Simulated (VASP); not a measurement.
Write the native input for VASP 6.6.1 that does the following.

| Property | Result |
| --- | --- |
| Task | single point |
| Functional | LDA |
| Potentials or basis | VASP PAW LDA potentials, release 64 (Si, C) |
| Cutoff | 600 eV |
| k mesh | 10 × 10 × 10 |
| Occupations | gaussian, width 0.02 eV |
| Spin | no spin polarisation |
| Dipole correction | no |
| Further INCAR settings | ALGO = Normal; EDIFF = 1e-06; NBANDS = 11 |

The structure of SiC (lda) lies in POSCAR:

```
SiC
1.0
   -0.0173162677      2.1688625294      2.1861787971
    2.1688625294     -0.0173162677      2.1861787971
    2.1515462617      2.1515462617      0.0000000000
Si C
1 1
Direct
   -0.0007579883     -0.0007579883      0.0007579883
    0.2507579883      0.2507579883      0.2492420117
```

This cell differs from its parent crystal: strained cell.

One way to write it, as run:

INCAR

```
PREC = Accurate ; ENCUT = 600
EDIFF = 1E-6 ; ISMEAR = 0
SIGMA = 0.02 ; LREAL = False
LASPH = True ; NELM = 120
ALGO = Normal ; ISIF = 2
LWAVE = False ; LCHARG = False
GGA = CA ; NBANDS = 11
GGA_COMPAT = False
```

KPOINTS

```
regular mesh
0
Gamma
  10 10 10
```

Potentials or basis: VASP PAW LDA potentials, release 64 (Si, C).

Launch:

```sh
$ cat potpaw_LDA.64/Si/POTCAR potpaw_LDA.64/C/POTCAR > POTCAR
$ mpirun -np 1 vasp_std > vasp.out
```

It gave:

* Pressure: -2.8 GPa
* Band gap on the k mesh: 1.18 eV, indirect (least direct gap 4.34 eV)

Caveat: the cell differs from its parent crystal (strained cell).

Run time: 16 s on 1 thread of Intel(R) Xeon(R) 6975P-C (Granite Rapids), on a shared host, peak memory 0.16 GiB.
